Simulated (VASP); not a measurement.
# Ca (Pm-3m) in VASP: single point with PBEsol

Aim: the single point of Ca with PBEsol.

Program: VASP 6.6.1. These are calculated values, not measurements. Logs are shortened: lines on timing, memory, paths and dates and some standing lists are left out, and cuts for length are marked.

## Step 1: The cell of the first run

It takes space group Pm-3m (No. 221, cubic). Conventional cell: a = 3.343 Å, b = 3.343 Å, c = 3.343 Å, α = 90.00°, β = 90.00°, γ = 90.00°. Within 4.4 Å of Ca (site symmetry m-3m) lie 6 Ca at 3.34 Å.

## Step 2: Single point, PBEsol (volume scaled by 0.9)

Contents of INCAR:

```
PREC     = Accurate       # precision mode
ENCUT    = 520            # plane-wave cutoff, eV
EDIFF    = 1E-6           # SCF threshold, eV
ISMEAR   = -1             # smearing method
SIGMA    = 0.08           # smearing width, eV
LREAL    = F              # projectors in reciprocal space
LASPH    = T              # aspherical terms in the spheres
NELM     = 100            # most SCF steps
ALGO     = Normal         # electronic algorithm
ISIF     = 2              # what is computed and relaxed
LWAVE    = F              # write WAVECAR
LCHARG   = F              # write CHGCAR
GGA      = PS             # functional
NBANDS   = 11             # bands
```

Contents of KPOINTS:

```
regular mesh
0
Gamma
  11 11 11
```

Contents of POSCAR:

```
Ca
1.0
    3.3426141820      0.0000000000      0.0000000000
    0.0000000000      3.3426141820      0.0000000000
    0.0000000000      0.0000000000      3.3426141820
Ca
1
Direct
    0.0000000000      0.0000000000      0.0000000000
```

Potentials or basis: VASP PAW PBE potentials, release 64 (Ca_sv).

On the command line:

```sh
$ cat potpaw_PBE.64/Ca_sv/POTCAR > POTCAR
$ mpirun -np 1 vasp_std > vasp.out
```

OUTCAR:

```text
PREC = Accurate
   ENCUT = 520
   EDIFF = 1E-6
   ISMEAR = -1
   LREAL = F
   LASPH = T
   NELM = 100
   ISIF = 2
   GGA = PS

 ion  position               nearest neighbor table
   1  0.000  0.000  0.000-

  LATTYP: Found a simple cubic cell.
 ALAT       =     3.3426141820

  Lattice vectors:

 A1 = (   3.3426141820,   0.0000000000,   0.0000000000)
 A2 = (   0.0000000000,   3.3426141820,   0.0000000000)
 A3 = (   0.0000000000,   0.0000000000,   3.3426141820)

Analysis of symmetry for initial positions (statically):
=====================================================================
 Subroutine PRICEL returns:
 Original cell was already a primitive cell.

 Routine SETGRP: Setting up the symmetry group for a
 simple cubic supercell.

 Subroutine GETGRP returns: Found 48 space group operations
 (whereof 48 operations were pure point group operations)
 out of a pool of 48 trial point group operations.

The static configuration has the point symmetry O_h .

Analysis of symmetry for dynamics (positions and initial velocities):
=====================================================================
 Subroutine PRICEL returns:
 Original cell was already a primitive cell.

 Routine SETGRP: Setting up the symmetry group for a
 simple cubic supercell.

 Subroutine GETGRP returns: Found 48 space group operations
 (whereof 48 operations were pure point group operations)
 out of a pool of 48 trial point group operations.

The dynamic configuration has the point symmetry O_h .

 Subroutine INISYM returns: Found 48 space group operations
 (whereof 48 operations are pure point group operations),
 and found     1 'primitive' translations

----------------------------------------------------------------------------------------

                                     Primitive cell

  volume of cell :      37.3473

  direct lattice vectors                    reciprocal lattice vectors
     3.342614182  0.000000000  0.000000000     0.299167043  0.000000000  0.000000000
     0.000000000  3.342614182  0.000000000     0.000000000  0.299167043  0.000000000
     0.000000000  0.000000000  3.342614182     0.000000000  0.000000000  0.299167043

  length of vectors
     3.342614182  3.342614182  3.342614182     0.299167043  0.299167043  0.299167043

  position of ions in fractional coordinates (direct lattice)
     0.000000000  0.000000000  0.000000000

  ion indices of the primitive-cell ions
   primitive index   ion index
                 1           1

----------------------------------------------------------------------------------------

 KPOINTS: regular mesh

Automatic generation of k-mesh.
 Grid dimensions read from file:
 generate k-points for:   11   11   11

 Generating k-lattice:

  Cartesian coordinates                     Fractional coordinates (reciprocal lattice)
     0.027197004  0.000000000  0.000000000     0.090909091  0.000000000  0.000000000
     0.000000000  0.027197004  0.000000000     0.000000000  0.090909091  0.000000000
     0.000000000  0.000000000  0.027197004     0.000000000  0.000000000  0.090909091

  Length of vectors
     0.027197004  0.027197004  0.027197004

  Shift w.r.t. Gamma in fractional coordinates (k-lattice)
     0.000000000  0.000000000  0.000000000

 Subroutine IBZKPT returns following result:
 ===========================================

 Found     56 irreducible k-points:

 Following reciprocal coordinates:
            Coordinates               Weight
  0.000000  0.000000  0.000000      1.000000
  0.090909  0.000000  0.000000      6.000000
  0.181818  0.000000  0.000000      6.000000
  0.272727  0.000000  0.000000      6.000000
  0.363636  0.000000  0.000000      6.000000
  0.454545  0.000000  0.000000      6.000000
[... 16 lines left out ...]
  0.181818  0.090909  0.090909     24.000000
  0.272727  0.090909  0.090909     24.000000
 [... further k-points ...]
   k-points           NKPTS =     56   k-points in BZ     NKDIM =     56   number of bands    NBANDS=     11
   number of dos      NEDOS =    301   number of ions     NIONS =      1
   total plane-waves  NPLWV =  21952
   dimension x,y,z NGX =    28 NGY =   28 NGZ =   28
   dimension x,y,z NGXF=    56 NGYF=   56 NGZF=   56
   ions per type =               1
   NGX,Y,Z   is equivalent  to a cutoff of  13.93, 13.93, 13.93 a.u.
   NGXF,Y,Z  is equivalent  to a cutoff of  27.85, 27.85, 27.85 a.u.
 SYSTEM =  unknown system
   PREC   = accura    normal or accurate (medium, high low for compatibility)
   ISTART =      0    job   : 0-new  1-cont  2-samecut
   ICHARG =      2    charge: 1-file 2-atom 10-const
   ISPIN  =      1    spin polarized calculation?
   LNONCOLLINEAR =      F non collinear calculations
   LSORBIT =      F    spin-orbit coupling
   LASPH  =      T    aspherical Exc in radial PAW
   ENCUT  =  520.0 eV  38.22 Ry    6.18 a.u.   6.22  6.22  6.22*2*pi/ulx,y,z
   NELM   =    100;   NELMIN=  2; NELMDL= -5     # of ELM steps
   EDIFF  = 0.1E-05   stopping-criterion for ELM
   LREAL  =      F    real-space projection
   EDIFFG = 0.1E-04   stopping-criterion for IOM
   NSW    =      0    number of steps for IOM
   IBRION =     -1    ionic relax: 0-MD 1-quasi-New 2-CG
   NFREE  =      0    steps in history (QN), initial steepest desc. (CG)
   ISIF   =      2    stress and relaxation
   ISYM   =      2    0-nonsym 1-usesym 2-fastsym
   POTIM  = 0.5000    time-step for ionic-motion
   TEBEG  =    0.0;   TEEND  =   0.0 temperature during run
   PSTRESS=    0.0 pullay stress
   NELECT =      10.0000    total number of electrons
   NUPDOWN=      -1.0000    fix difference up-down
   EMIN   =  10.00;   EMAX   =-10.00  energy-range for DOS
   EFERMI =   0.00;   METHOD = LEGACY
   ISMEAR =    -1;   SIGMA  =   0.08  broadening in eV -4-tet -1-fermi 0-gaus
   EFERMI_NEDOS =   21; number of points for ismear=-14 and -15
   IALGO  =     38    algorithm
   IMIX   =      4    mixing-type and parameters
     AMIX     =   0.40;   BMIX     =  1.00
     AMIX_MAG =   1.60;   BMIX_MAG =  1.00
  volume/ion in A,a.u.               =      37.35       252.03
  Fermi-wavevector in a.u.,A,eV,Ry     =   1.055169  1.993980 15.148469  1.113381
  Thomas-Fermi vector in A             =   2.190357
   LORBIT       =      0    0 simple, 1 ext, 2 COOP (PROOUT), +10 PAW based schemes
   GGA     = PS    functional components
   LHFCALC =     F    Hartree Fock is set to
   AEXX    =    0.0000 exact exchange contribution
   IVDW    =     0    specifies the selected vdW correction
   LEPSILON=     F    determine dielectric tensor
   LRPA    =     F    only Hartree local field effects (RPA)
 non-spin polarized calculation
  energy-cutoff  :      520.00
  volume of cell :       37.35
 maximum number of plane-waves:      1021
 NGX is ok and might be reduce to    28
   NGX = 13   NGY = 13   NGZ = 13

 number of electron      10.0000000 magnetization

 number of electron       9.9999999 magnetization

 Free energy of the ion-electron system (eV)
  ---------------------------------------------------
  ext. energy  EPLUGINS =         0.00000000
  ---------------------------------------------------
  free energy    TOTEN  =        -1.73037638 eV

  energy without entropy =       -1.71044514  energy(sigma->0) =       -1.72041076

 E-fermi :   2.2627     XC(G=0):  -8.1873

 val. band max:        2.2604475568   @ k =   0.4545   0.4545   0.2727
 cond. band min:       2.2743500843   @ k =   0.4545   0.1818   0.0909
 fundamental gap:      0.0139025275
 Fermi energy:         2.2627367424

 k-point     1 :       0.0000    0.0000    0.0000
  band No.  band energies     occupation
      1     -39.4854      2.00000
      2     -20.4015      2.00000
      3     -20.4015      2.00000
      4     -20.4015      2.00000
      5      -1.7745      2.00000
      6       3.0600      0.00009
      7       3.0600      0.00009
      8       6.8896      0.00000
      9       6.8896      0.00000
     10       6.8896      0.00000
     11      11.8875      0.00000

 k-point     2 :       0.0909    0.0000    0.0000
  band No.  band energies     occupation
      1     -39.4827      2.00000
      2     -20.4296      2.00000
      3     -20.3991      2.00000
      4     -20.3991      2.00000
      5      -1.6421      2.00000
      6       3.1011      0.00006
      7       3.1147      0.00005
      8       6.7312      0.00000
      9       6.7312      0.00000
     10       6.9001      0.00000
     11      11.0807      0.00000

 k-point     3 :       0.1818    0.0000    0.0000
  band No.  band energies     occupation
      1     -39.4754      2.00000
      2     -20.5043      2.00000
      3     -20.3927      2.00000
      4     -20.3927      2.00000
      5      -1.2579      2.00000
      6       3.2152      0.00001
      7       3.2176      0.00001
      8       6.3583      0.00000
      9       6.3583      0.00000
     10       6.9285      0.00000
     11       9.7691      0.00000

 k-point     4 :       0.2727    0.0000    0.0000
  band No.  band energies     occupation
      1     -39.4659      2.00000
      2     -20.6006      2.00000
      3     -20.3843      2.00000
      4     -20.3843      2.00000
      5      -0.6572      2.00000
      6       3.1788      0.00002
      7       3.3736      0.00000
      8       5.9475      0.00000
      9       5.9475      0.00000
     10       6.9660      0.00000
     11       8.7786      0.00000
[... 239 lines left out ...]
 k-point    22 :       0.0909    0.0909    0.0909
  band No.  band energies     occupation
      1     -39.4773      2.00000
      2     -20.4277      2.00000
      3     -20.4230      2.00000
      4     -20.4230      2.00000
      5      -1.3808      2.00000
      6       3.2110      0.00001
      7       3.2110      0.00001
      8       6.4811      0.00000
      9       6.6178      0.00000
     10       6.6178      0.00000
     11      11.4038      0.00000

 k-point    23 :       0.1818    0.0909    0.0909
  band No.  band energies     occupation
      1     -39.4701      2.00000
      2     -20.4989      2.00000
      3     -20.4193      2.00000
      4     -20.4164      2.00000
      5      -1.0041      2.00000
      6       3.3270      0.00000
      7       3.3375      0.00000
      8       6.1195      0.00000
      9       6.2105      0.00000
     10       6.6369      0.00000
     11      10.1911      0.00000

 k-point    24 :       0.2727    0.0909    0.0909
  band No.  band energies     occupation
      1     -39.4606      2.00000
      2     -20.5943      2.00000
      3     -20.4105      2.00000
      4     -20.4077      2.00000
      5      -0.4162      2.00000
      6       3.3078      0.00000
      7       3.4929      0.00000
      8       5.7575      0.00000
      9       5.7856      0.00000
     10       6.6870      0.00000
     11       9.1210      0.00000

 [... further k-points ...]
[... 5 lines left out ...]
  --------------------------------------------------------------------------------------
  -------------------------------------------------------------------------------------
  Total        0.3324594      0.3324594      0.3324594     -0.0000000     -0.0000000      0.0000000
  in kB       14.2623290     14.2623290     14.2623290     -0.0000000     -0.0000000      0.0000000
  external PRESSURE =      14.2623290 kB  Pullay stress =       0.0000000 kB

 VOLUME and BASIS-vectors are now :
 -----------------------------------------------------------------------------
  energy-cutoff  :      520.00
  volume of cell :       37.35
      direct lattice vectors                 reciprocal lattice vectors
     3.342614182  0.000000000  0.000000000     0.299167043  0.000000000  0.000000000
     0.000000000  3.342614182  0.000000000     0.000000000  0.299167043  0.000000000
     0.000000000  0.000000000  3.342614182     0.000000000  0.000000000  0.299167043

 POSITION                                       TOTAL-FORCE (eV/Angst)
 -----------------------------------------------------------------------------------
      0.00000      0.00000      0.00000         0.000000      0.000000      0.000000
 -----------------------------------------------------------------------------------
    total drift:                               -0.000000     -0.000000     -0.000000

  FREE ENERGIE OF THE ION-ELECTRON SYSTEM (eV)
  ---------------------------------------------------
  free  energy   TOTEN  =        -1.7303763759 eV

  energy  without entropy=       -1.7104451448  energy(sigma->0) =       -1.72041076
```

It took 30 s on 1 thread of Intel Xeon 6975P-C, shared host; peak memory 0.17 GiB.

Results:

```yaml
Free_energy: -1.7304 eV
Pressure: 1.4 GPa
Band_gap_on_the_k_mesh: zero (band 5 reaches 2.80 eV, above the bottom of band 6 at 2.09 eV)
```

Levels at points of the mesh, in eV from the Fermi level:
```csv
k point,band 2,band 3,band 4,band 5,band 6,band 7,band 8,band 9
"(0.00, 0.00, 0.00)",-22.66,-22.66,-22.66,-4.04,0.80,0.80,4.63,4.63
```

Caveat: the PAW data sets were made with another functional, which shifts forces and pressure a little.
